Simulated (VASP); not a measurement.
Write the native input for VASP 6.6.1 that does the following.

| Property | Result |
| --- | --- |
| Task | relaxation of cell and atoms |
| Functional | PBE |
| Potentials or basis | VASP PAW PBE potentials, release 64 (Y_sv, Pt) |
| Cutoff | 600 eV |
| k mesh | 12 × 12 × 4 |
| Occupations | gaussian, width 0.1 eV |
| Spin | no spin polarisation |
| Dipole correction | no |
| Further INCAR settings | ALGO = Fast; EDIFF = 1e-07; IBRION = 2; EDIFFG = -0.01; NSW = 100; ISIF = 3 |

The structure of YPt4 lies in POSCAR:

```
YPt4
1.0
    2.8970880332      0.0000000000      0.0000000000
   -1.4485440166      2.5089518337      0.0000000000
    0.0000000000      0.0000000000     11.9073452042
Y Pt
1 4
Direct
    0.0000000000      0.0000000000      0.5000000000
    0.3333333333      0.6666666667      0.7039251004
    0.6666666667      0.3333333333      0.9034602216
    0.3333333333      0.6666666667      0.0965397784
    0.6666666667      0.3333333333      0.2960748996
```

The cell was generated, and may not be a known phase.

One way to write it, as run:

INCAR

```
SYSTEM = YPt4
PREC     = Accurate       ! precision mode
ENCUT    = 600            ! plane-wave cutoff, eV
EDIFF    = 1E-7           ! SCF threshold, eV
ISMEAR   = 0              ! smearing method
SIGMA    = 0.1            ! smearing width, eV
LREAL    = .FALSE.        ! projectors in reciprocal space
LASPH    = .TRUE.         ! aspherical terms in the spheres
NELM     = 60             ! most SCF steps
ALGO     = Fast           ! electronic algorithm
ISIF     = 3              ! what is computed and relaxed
LWAVE    = .FALSE.        ! write WAVECAR
LCHARG   = .FALSE.        ! write CHGCAR
GGA      = PE             ! functional
IBRION   = 2              ! ionic algorithm
NSW      = 100            ! ionic steps
EDIFFG   = -0.01          ! ionic threshold
```

KPOINTS

```
Automatic mesh
0
G
  12 12 4
  0 0 0
```

Potentials or basis: VASP PAW PBE potentials, release 64 (Y_sv, Pt).

Command:

```bash
$ cat potpaw_PBE.64/Y_sv/POTCAR potpaw_PBE.64/Pt/POTCAR > POTCAR
$ mpirun -np 1 vasp_std > vasp.out
```

It gave:

```yaml
Relaxed_volume: 17.29 Å³/atom
Relaxed_cell: a = 2.904 Å, b = 2.904 Å, c = 11.831 Å, α = 90.00°, β = 90.00°, γ = 120.00°
Space_group_after_relaxing_to_0.1_Å: P-3m1 (No. 164)
Energy_gained_by_relaxing: 0.7 meV/atom
Ionic_steps: 9
Pressure_after_relaxing: 0.0 GPa
Largest_force_after_relaxing: 0.008 eV/Å
Band_gap_on_the_k_mesh: zero (an odd number of electrons rules out a gap without spin polarisation)
```

Caveat: spin-orbit coupling is left out, which moves the levels of the heavy elements.

It took 43 min on 1 thread of Oxide Virtual Turin-like Processor (shared host), peak memory 0.37 GiB.
